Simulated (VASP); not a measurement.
Write the native input for VASP 6.6.1 that does the following.

```
Task                   : single point
Functional             : LDA
Potentials or basis    : VASP PAW LDA potentials, release 64 (Al, Ir)
Cutoff                 : 520 eV
k mesh                 : 14 × 14 × 14
Occupations            : fermi-dirac, width 0.1 eV
Spin                   : no spin polarisation
Hubbard terms          : Ir d U = 4.0 eV
Dipole correction      : no
Further INCAR settings : ALGO = Normal; EDIFF = 1e-06; NBANDS = 13
```

The structure of AlIr lies in POSCAR:

```
AlIr
1.0
    2.9434336997      0.0000000000      0.0000000000
    0.0000000000      2.9434336997      0.0000000000
    0.0000000000      0.0000000000      2.9434336997
Al Ir
1 1
Direct
    0.0000000000      0.0000000000      0.0000000000
    0.5000000000      0.5000000000      0.5000000000
```

One way to write it, as run:

INCAR

```
SYSTEM = AlIr
PREC = Accurate
ENCUT = 520
EDIFF = 1E-6
ISMEAR = -1
SIGMA = 0.1
LREAL = .False.
LASPH = .True.
NELM = 150
ALGO = Normal
ISIF = 2
LWAVE = .False.
LCHARG = .False.
LMAXMIX = 4
LDAU = .True.
LDAUTYPE = 2
LDAUL = -1 2
LDAUU = 0 4
LDAUJ = 0 0
LDAUPRINT = 1
GGA = CA
NBANDS = 13
```

KPOINTS

```
Automatic mesh
0
Gamma
  14 14 14
  0 0 0
```

Potentials or basis: VASP PAW LDA potentials, release 64 (Al, Ir).

Run with:

```bash
$ cat potpaw_LDA.64/Al/POTCAR potpaw_LDA.64/Ir/POTCAR > POTCAR
$ mpirun -np 1 vasp_std > vasp.out
```

Results of the run:

```
Pressure               : -3.2 GPa
Band gap on the k mesh : zero (band 6 reaches 12.70 eV, above the bottom of band 7 at 10.84 eV)
```

Caveat: spin-orbit coupling is left out, which moves the levels of the heavy elements; U without spin polarisation on a metal has little footing; the U is typed as a test and isn't derived for this compound.

It took 9.5 s on 1 thread of Intel(R) Xeon(R) 6975P-C (Granite Rapids) (shared host), peak memory 0.16 GiB.
